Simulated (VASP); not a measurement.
# P in VASP: further runs

The runs below take P through single point, relaxation of cell and atoms, with PBEsol.

All numbers are computed with VASP 6.6.1; they aren't measurements. Logs are shortened: lines on timing, memory, paths and dates and some standing lists are left out, and cuts for length are marked.

### Step 1. The cell of the first run

The structure is cubic, space group Pm-3m (No. 221). Conventional cell: a = 2.420 Å, b = 2.420 Å, c = 2.420 Å, α = 90.00°, β = 90.00°, γ = 90.00°. P (site symmetry m-3m) has 6 P at 2.42 Å within 3.2 Å.

### Step 2. Single point, PBEsol

Contents of INCAR:

```
SYSTEM = P
  PREC = Accurate
  ENCUT = 520
  EDIFF = 1E-7
  ISMEAR = 0
  SIGMA = 0.1
  LREAL = .FALSE.
  LASPH = .TRUE.
  NELM = 100
  ALGO = Normal
  ISIF = 2
  LWAVE = .FALSE.
  LCHARG = .FALSE.
  GGA = PS
  NBANDS = 8
```

Contents of KPOINTS:

```
Automatic mesh
0
G
  10 10 10
  0 0 0
```

Contents of POSCAR:

```
P
1.0
    2.4195652137      0.0000000000      0.0000000000
    0.0000000000      2.4195652137      0.0000000000
    0.0000000000      0.0000000000      2.4196217998
P
1
Direct
    0.0000000000      0.0000000000      0.0000000000
```

Potentials or basis: VASP PAW PBE potentials, release 64 (P).

On the command line:

```console
cat potpaw_PBE.64/P/POTCAR > POTCAR
mpirun -np 1 vasp_std > vasp.out
```

OUTCAR:

```text
SYSTEM = P
   PREC = Accurate
   ENCUT = 520
   EDIFF = 1E-7
   ISMEAR = 0
   LREAL = .FALSE.
   LASPH = .TRUE.
   NELM = 100
   ISIF = 2
   GGA = PS

 ion  position               nearest neighbor table
   1  0.000  0.000  0.000-

  LATTYP: Found a simple tetragonal cell.
 ALAT       =     2.4195652137
 C/A-ratio  =     1.0000233869

  Lattice vectors:

 A1 = (   2.4195652137,   0.0000000000,   0.0000000000)
 A2 = (   0.0000000000,   2.4195652137,   0.0000000000)
 A3 = (   0.0000000000,   0.0000000000,   2.4196217998)

Analysis of symmetry for initial positions (statically):
=====================================================================
 Subroutine PRICEL returns:
 Original cell was already a primitive cell.

 Routine SETGRP: Setting up the symmetry group for a
 simple tetragonal supercell.

 Subroutine GETGRP returns: Found 16 space group operations
 (whereof 16 operations were pure point group operations)
 out of a pool of 16 trial point group operations.

The static configuration has the point symmetry D_4h.

Analysis of symmetry for dynamics (positions and initial velocities):
=====================================================================
 Subroutine PRICEL returns:
 Original cell was already a primitive cell.

 Routine SETGRP: Setting up the symmetry group for a
 simple tetragonal supercell.

 Subroutine GETGRP returns: Found 16 space group operations
 (whereof 16 operations were pure point group operations)
 out of a pool of 16 trial point group operations.

The dynamic configuration has the point symmetry D_4h.

 Subroutine INISYM returns: Found 16 space group operations
 (whereof 16 operations are pure point group operations),
 and found     1 'primitive' translations

----------------------------------------------------------------------------------------

                                     Primitive cell

  volume of cell :      14.1652

  direct lattice vectors                    reciprocal lattice vectors
     2.419565214  0.000000000  0.000000000     0.413297395  0.000000000  0.000000000
     0.000000000  2.419565214  0.000000000     0.000000000  0.413297395  0.000000000
     0.000000000  0.000000000  2.419621800     0.000000000  0.000000000  0.413287730

  length of vectors
     2.419565214  2.419565214  2.419621800     0.413297395  0.413297395  0.413287730

  position of ions in fractional coordinates (direct lattice)
     0.000000000  0.000000000  0.000000000

  ion indices of the primitive-cell ions
   primitive index   ion index
                 1           1

----------------------------------------------------------------------------------------

 KPOINTS: Automatic mesh

Automatic generation of k-mesh.
 Grid dimensions read from file:
 generate k-points for:   10   10   10

 Generating k-lattice:

  Cartesian coordinates                     Fractional coordinates (reciprocal lattice)
     0.041329740  0.000000000  0.000000000     0.100000000  0.000000000  0.000000000
     0.000000000  0.041329740  0.000000000     0.000000000  0.100000000  0.000000000
     0.000000000  0.000000000  0.041328773     0.000000000  0.000000000  0.100000000

  Length of vectors
     0.041329740  0.041329740  0.041328773

  Shift w.r.t. Gamma in fractional coordinates (k-lattice)
     0.000000000  0.000000000  0.000000000

 Subroutine IBZKPT returns following result:
 ===========================================

 Found    126 irreducible k-points:

 Following reciprocal coordinates:
            Coordinates               Weight
  0.000000  0.000000  0.000000      1.000000
  0.100000  0.000000  0.000000      4.000000
  0.200000  0.000000  0.000000      4.000000
  0.300000  0.000000  0.000000      4.000000
  0.400000  0.000000  0.000000      4.000000
  0.500000  0.000000  0.000000      2.000000
[... 16 lines left out ...]
  0.100000  0.000000  0.100000      8.000000
  0.200000  0.000000  0.100000      8.000000
 [... further k-points ...]
   k-points           NKPTS =    126   k-points in BZ     NKDIM =    126   number of bands    NBANDS=      8
   number of dos      NEDOS =    301   number of ions     NIONS =      1
   total plane-waves  NPLWV =   5832
   dimension x,y,z NGX =    18 NGY =   18 NGZ =   18
   dimension x,y,z NGXF=    36 NGYF=   36 NGZF=   36
   ions per type =               1
   NGX,Y,Z   is equivalent  to a cutoff of  12.37, 12.37, 12.37 a.u.
   NGXF,Y,Z  is equivalent  to a cutoff of  24.74, 24.74, 24.73 a.u.
 SYSTEM =  P
   PREC   = accura    normal or accurate (medium, high low for compatibility)
   ISTART =      0    job   : 0-new  1-cont  2-samecut
   ICHARG =      2    charge: 1-file 2-atom 10-const
   ISPIN  =      1    spin polarized calculation?
   LNONCOLLINEAR =      F non collinear calculations
   LSORBIT =      F    spin-orbit coupling
   LASPH  =      T    aspherical Exc in radial PAW
   ENCUT  =  520.0 eV  38.22 Ry    6.18 a.u.   4.50  4.50  4.50*2*pi/ulx,y,z
   NELM   =    100;   NELMIN=  2; NELMDL= -5     # of ELM steps
   EDIFF  = 0.1E-06   stopping-criterion for ELM
   LREAL  =      F    real-space projection
   EDIFFG = 0.1E-05   stopping-criterion for IOM
   NSW    =      0    number of steps for IOM
   IBRION =     -1    ionic relax: 0-MD 1-quasi-New 2-CG
   NFREE  =      0    steps in history (QN), initial steepest desc. (CG)
   ISIF   =      2    stress and relaxation
   ISYM   =      2    0-nonsym 1-usesym 2-fastsym
   POTIM  = 0.5000    time-step for ionic-motion
   TEBEG  =    0.0;   TEEND  =   0.0 temperature during run
   PSTRESS=    0.0 pullay stress
   NELECT =       5.0000    total number of electrons
   NUPDOWN=      -1.0000    fix difference up-down
   EMIN   =  10.00;   EMAX   =-10.00  energy-range for DOS
   EFERMI =   0.00;   METHOD = LEGACY
   ISMEAR =     0;   SIGMA  =   0.10  broadening in eV -4-tet -1-fermi 0-gaus
   EFERMI_NEDOS =   21; number of points for ismear=-14 and -15
   IALGO  =     38    algorithm
   IMIX   =      4    mixing-type and parameters
     AMIX     =   0.40;   BMIX     =  1.00
     AMIX_MAG =   1.60;   BMIX_MAG =  1.00
  volume/ion in A,a.u.               =      14.17        95.59
  Fermi-wavevector in a.u.,A,eV,Ry     =   1.156975  2.186366 18.212650  1.338592
  Thomas-Fermi vector in A             =   2.293591
   LORBIT       =      0    0 simple, 1 ext, 2 COOP (PROOUT), +10 PAW based schemes
   GGA     = PS    functional components
   LHFCALC =     F    Hartree Fock is set to
   AEXX    =    0.0000 exact exchange contribution
   IVDW    =     0    specifies the selected vdW correction
   LEPSILON=     F    determine dielectric tensor
   LRPA    =     F    only Hartree local field effects (RPA)
 non-spin polarized calculation
 Gauss-broadening in eV      SIGMA  =   0.10
  energy-cutoff  :      520.00
  volume of cell :       14.17
 maximum number of plane-waves:       392
 NGX is ok and might be reduce to    18
   NGX =  9   NGY =  9   NGZ =  9

 number of electron       4.9999997 magnetization

 Free energy of the ion-electron system (eV)
  ---------------------------------------------------
  ext. energy  EPLUGINS =         0.00000000
  ---------------------------------------------------
  free energy    TOTEN  =        -5.79188133 eV

  energy without entropy =       -5.78999114  energy(sigma->0) =       -5.79093624

 E-fermi :  10.1382     XC(G=0): -11.4957

 val. band max:       10.0909631663   @ k =   0.2000   0.2000   0.0000
 cond. band min:      10.1619742521   @ k =   0.2000   0.1000   0.2000
 fundamental gap:      0.0710110859
 Fermi energy:        10.1382141692

 k-point     1 :       0.0000    0.0000    0.0000
  band No.  band energies     occupation
      1      -6.8044      2.00000
      2      15.1510      0.00000
      3      15.1520      0.00000
      4      15.1520      0.00000
      5      16.7915      0.00000
      6      16.7918      0.00000
      7      24.3936      0.00000
      8      34.8657      0.00000

 k-point     2 :       0.1000    0.0000    0.0000
  band No.  band energies     occupation
      1      -6.5708      2.00000
      2      12.0896      0.00000
      3      15.3358      0.00000
      4      15.3368      0.00000
      5      16.9781      0.00000
      6      19.5276      0.00000
      7      25.2271      0.00000
      8      33.2510      0.00000

 k-point     3 :       0.2000    0.0000    0.0000
  band No.  band energies     occupation
      1      -5.8770      2.00000
      2       8.4957      2.00000
      3      15.8749      0.00000
      4      15.8759      0.00000
      5      17.5118      0.00000
      6      21.9137      0.00000
      7      27.7712      0.00000
      8      30.3260      0.00000

 k-point     4 :       0.3000    0.0000    0.0000
  band No.  band energies     occupation
      1      -4.7523      2.00000
      2       5.2242      2.00000
      3      16.7047      0.00000
      4      16.7057      0.00000
      5      18.2947      0.00000
      6      23.6650      0.00000
      7      27.5252      0.00000
      8      27.5261      0.00000

 k-point     5 :       0.4000    0.0000    0.0000
  band No.  band energies     occupation
      1      -3.3119      2.00000
      2       2.4758      2.00000
      3      17.6266      0.00000
      4      17.6276      0.00000
      5      19.0875      0.00000
      6      25.3663      0.00000
      7      25.3672      0.00000
      8      25.4045      0.00000
[... 177 lines left out ...]
 k-point    22 :       0.0000    0.0000    0.1000
  band No.  band energies     occupation
      1      -6.5709      2.00000
      2      12.0889      0.00000
      3      15.3368      0.00000
      4      15.3368      0.00000
      5      16.9783      0.00000
      6      19.5273      0.00000
      7      25.2268      0.00000
      8      33.2508      0.00000

 k-point    23 :       0.1000    0.0000    0.1000
  band No.  band energies     occupation
      1      -6.3374      2.00000
      2      11.8272      0.00000
      3      12.8666      0.00000
      4      15.5210      0.00000
      5      18.5389      0.00000
      6      20.9452      0.00000
      7      25.7826      0.00000
      8      31.5280      0.00000

 k-point    24 :       0.2000    0.0000    0.1000
  band No.  band energies     occupation
      1      -5.6441      2.00000
      2       8.6648      2.00000
      3      13.0347      0.00000
      4      16.0585      0.00000
      5      19.3425      0.00000
      6      23.3095      0.00000
      7      27.0925      0.00000
      8      29.3970      0.00000

 [... further k-points ...]

------------------------ aborting loop because EDIFF is reached ----------------------------------------

  FORCE on cell =-STRESS in cart. coord.  units (eV):
  Direction    XX          YY          ZZ          XY          YZ          ZX
  --------------------------------------------------------------------------------------
  -------------------------------------------------------------------------------------
  Total        0.0083159      0.0083159      0.0078976      0.0000000     -0.0000000     -0.0000000
  in kB        0.9405857      0.9405857      0.8932700      0.0000000     -0.0000000     -0.0000000
  external PRESSURE =       0.9248138 kB  Pullay stress =       0.0000000 kB

 VOLUME and BASIS-vectors are now :
 -----------------------------------------------------------------------------
  energy-cutoff  :      520.00
  volume of cell :       14.17
      direct lattice vectors                 reciprocal lattice vectors
     2.419565214  0.000000000  0.000000000     0.413297395  0.000000000  0.000000000
     0.000000000  2.419565214  0.000000000     0.000000000  0.413297395  0.000000000
     0.000000000  0.000000000  2.419621800     0.000000000  0.000000000  0.413287730

 POSITION                                       TOTAL-FORCE (eV/Angst)
 -----------------------------------------------------------------------------------
      0.00000      0.00000      0.00000         0.000000      0.000000      0.000000
 -----------------------------------------------------------------------------------
    total drift:                               -0.000000      0.000000      0.000000

  FREE ENERGIE OF THE ION-ELECTRON SYSTEM (eV)
  ---------------------------------------------------
  free  energy   TOTEN  =        -5.7918813329 eV

  energy  without entropy=       -5.7899911431  energy(sigma->0) =       -5.79093624
```

It took 6.2 s on 1 thread of Intel Xeon Platinum 8259CL at 2.50GHz (Skylake/Cascade Lake), shared host; peak memory 0.12 GiB.

Results:

```
Free energy : -5.7919 eV
Pressure    : 0.1 GPa
```

Levels at points of the mesh, in eV from the Fermi level:
```tsv
k point	band 1	band 2	band 3	band 4	band 5	band 6	band 7
(0.00, 0.00, 0.00)	-16.94	5.01	5.01	5.01	6.65	6.65	14.26
(0.50, 0.00, 0.00)	-12.45	-9.10	7.96	7.96	9.31	14.34	14.34
(0.50, 0.50, 0.00)	-7.57	-5.56	-5.56	0.56	10.69	16.97	16.97
(0.00, 0.00, 0.50)	-12.45	-9.10	7.96	7.96	9.31	14.34	14.34
(0.50, 0.00, 0.50)	-7.57	-5.56	-5.56	0.56	10.69	16.97	16.97
(0.50, 0.50, 0.50)	-2.34	-2.34	-2.34	-1.45	4.39	4.39	4.39
```

Caveat: the PAW data sets were made with another functional, which shifts forces and pressure a little.

### Step 3. Relaxation of cell and atoms, PBEsol

This run uses another cell than the first one, of 79.93 Å³/atom, 5.643 times its volume.

Contents of INCAR:

```
SYSTEM = P
ALGO = Normal ; EDIFF = 1E-6
EDIFFG = -0.005 ; ENCUT = 600
GGA = PS ; IBRION = 2
ISIF = 3 ; ISMEAR = 0
LASPH = .TRUE. ; LCHARG = .FALSE.
LREAL = .FALSE. ; LWAVE = .FALSE.
NELM = 100 ; NSW = 100
PREC = Accurate ; SIGMA = 0.1
```

Contents of KPOINTS:

```
k-points
0
G
  10 10 10
  0 0 0
```

Contents of POSCAR:

```
P
1.0
    4.2729048574      0.0000000000      0.0000000000
    0.0000000000      4.2729048574      0.0000000000
    0.0000000000      0.0000000000      4.3780000000
P
1
Direct
    0.0000000000      0.0000000000      0.0000000000
```

Potentials or basis: VASP PAW PBE potentials, release 64 (P).

On the command line:

```console
cat potpaw_PBE.64/P/POTCAR > POTCAR
mpirun -np 1 vasp_std > vasp.out
```

OUTCAR:

```text
SYSTEM = P
   EDIFF = 1E-6
   EDIFFG = -0.005
   ENCUT = 600
   GGA = PS
   IBRION = 2
   ISIF = 3
   ISMEAR = 0
   LASPH = .TRUE.
   LREAL = .FALSE.
   NELM = 100
   NSW = 100
   PREC = Accurate

 ion  position               nearest neighbor table
   1  0.000  0.000  0.000-

  LATTYP: Found a simple tetragonal cell.
 ALAT       =     4.2729048574
 C/A-ratio  =     1.0245957132

  Lattice vectors:

 A1 = (   4.2729048574,   0.0000000000,   0.0000000000)
 A2 = (   0.0000000000,   4.2729048574,   0.0000000000)
 A3 = (   0.0000000000,   0.0000000000,   4.3780000000)

Analysis of symmetry for initial positions (statically):
=====================================================================
 Subroutine PRICEL returns:
 Original cell was already a primitive cell.

 Routine SETGRP: Setting up the symmetry group for a
 simple tetragonal supercell.

 Subroutine GETGRP returns: Found 16 space group operations
 (whereof 16 operations were pure point group operations)
 out of a pool of 16 trial point group operations.

[... 157 lines left out ...]
  ---------------------------------------------------
  ext. energy  EPLUGINS =         0.00000000
  ---------------------------------------------------
  free energy    TOTEN  =        -1.17948314 eV

  energy without entropy =       -1.16427198  energy(sigma->0) =       -1.17187756

------------------------ aborting loop because EDIFF is reached ----------------------------------------

  FORCE on cell =-STRESS in cart. coord.  units (eV):
  Direction    XX          YY          ZZ          XY          YZ          ZX
  --------------------------------------------------------------------------------------
  -------------------------------------------------------------------------------------
  Total       -2.0127492     -2.0127492     -1.7963297      0.0000000      0.0000000      0.0000000
  in kB      -40.3439145    -40.3439145    -36.0059627      0.0000000      0.0000000      0.0000000
  external PRESSURE =     -38.8979306 kB  Pullay stress =       0.0000000 kB
[... 756 lines left out ...]
 k-point    24 :       0.2000    0.0000    0.1000
  band No.  band energies     occupation
      1      -6.1240      2.00000
      2       7.1757      2.00000
      3      12.9822      0.00000
      4      13.4100      0.00000
      5      17.7075      0.00000
      6      22.4028      0.00000

 [... further k-points ...]

[... ionic steps 4 to 15 ...]

--------------------------------------- Ionic step       16  -------------------------------------------

 number of electron       5.0000000 magnetization

------------------------ aborting loop because EDIFF is reached ----------------------------------------
[... 65 lines left out ...]
--------------------------------------- Ionic step       18  -------------------------------------------

 number of electron       5.0000000 magnetization

 Free energy of the ion-electron system (eV)
  ---------------------------------------------------
  ext. energy  EPLUGINS =         0.00000000
  ---------------------------------------------------
  free energy    TOTEN  =        -5.79304932 eV

  energy without entropy =       -5.79116184  energy(sigma->0) =       -5.79210558

 E-fermi :  10.1248     XC(G=0): -11.4919

 val. band max:       10.0779958812   @ k =   0.2000   0.2000   0.0000
 cond. band min:      10.1484067058   @ k =   0.2000   0.1000   0.2000
 fundamental gap:      0.0704108246
 Fermi energy:        10.1248490880
[... 244 lines left out ...]
  FREE ENERGIE OF THE ION-ELECTRON SYSTEM (eV)
  ---------------------------------------------------
  free  energy   TOTEN  =        -5.7930493206 eV

  energy  without entropy=       -5.7911618401  energy(sigma->0) =       -5.79210558

 reached required accuracy - stopping structural energy minimisation
```

Wall time 5.5 min (1 thread of Intel Xeon Platinum 8259CL at 2.50GHz (Skylake/Cascade Lake), shared host); peak memory 0.28 GiB.

What came out:

```yaml
Free_energy: -5.7930 eV
Relaxed_volume: 14.18 Å³/atom
Relaxed_cell: a = 2.420 Å, b = 2.420 Å, c = 2.420 Å, α = 90.00°, β = 90.00°, γ = 90.00°
Space_group_after_relaxing_to_0.05_Å: Pm-3m (No. 221)
Energy_gained_by_relaxing: 4613.6 meV/atom
Ionic_steps: 18
Pressure_after_relaxing: 0.0 GPa
```

The path:
```csv
step,energy change (eV),largest force (eV/Å),pressure (GPa),volume (Å³)
1,0.0000,0.0000,-3.89,79.93
2,-0.6782,0.0000,-7.10,59.52
3,-2.7997,0.0000,-17.84,30.63
4,22.9226,0.0000,2385.64,3.90
5,-3.0780,0.0000,-18.98,28.22
6,-4.3313,0.0000,28.53,12.33
7,-4.3420,0.0000,-15.23,17.75
8,-4.5030,0.0000,-6.62,15.31
9,-4.5164,0.0000,0.90,14.33
10,-4.1318,0.0000,46.22,11.54
11,-4.5722,0.0000,7.64,13.53
12,-4.5741,0.0000,8.68,13.44
13,-4.5388,0.0000,-7.50,15.37
14,-4.6135,0.0000,-0.16,14.20
15,-4.6135,0.0000,0.05,14.17
16,-4.6135,0.0000,0.19,14.16
17,-4.6136,0.0000,-0.11,14.19
18,-4.6136,0.0000,0.01,14.18
```

Final structure:
```cif
data_structure
_symmetry_space_group_name_H-M 'P 1'
_symmetry_Int_Tables_number 1
_cell_length_a 2.4202
_cell_length_b 2.4202
_cell_length_c 2.4204
_cell_angle_alpha 90.000
_cell_angle_beta 90.000
_cell_angle_gamma 90.000
_cell_volume 14.18
loop_
_atom_site_label
_atom_site_type_symbol
_atom_site_fract_x
_atom_site_fract_y
_atom_site_fract_z
_atom_site_occupancy
P1 P 0.00000 0.00000 0.00000 1
```

Levels at points of the mesh, in eV from the Fermi level:
```tsv
k point	band 1	band 2	band 3	band 4	band 5	band 6
(0.00, 0.00, 0.00)	-16.93	5.01	5.01	5.01	6.65	6.65
(0.50, 0.00, 0.00)	-12.44	-9.09	7.95	7.96	9.31	14.33
(0.50, 0.50, 0.00)	-7.57	-5.56	-5.56	0.57	10.68	17.37
(0.00, 0.00, 0.50)	-12.45	-9.09	7.95	7.95	9.31	16.62
(0.50, 0.00, 0.50)	-7.57	-5.56	-5.56	0.57	10.68	17.37
(0.50, 0.50, 0.50)	-2.34	-2.34	-2.34	-1.46	4.40	4.40
```

Caveat: the volume moved by over 15 % at a fixed basis, so the end points are rough; the PAW data sets were made with another functional, which shifts forces and pressure a little; the volume moved by -82 % from the deposited cell, more than functionals usually miss.
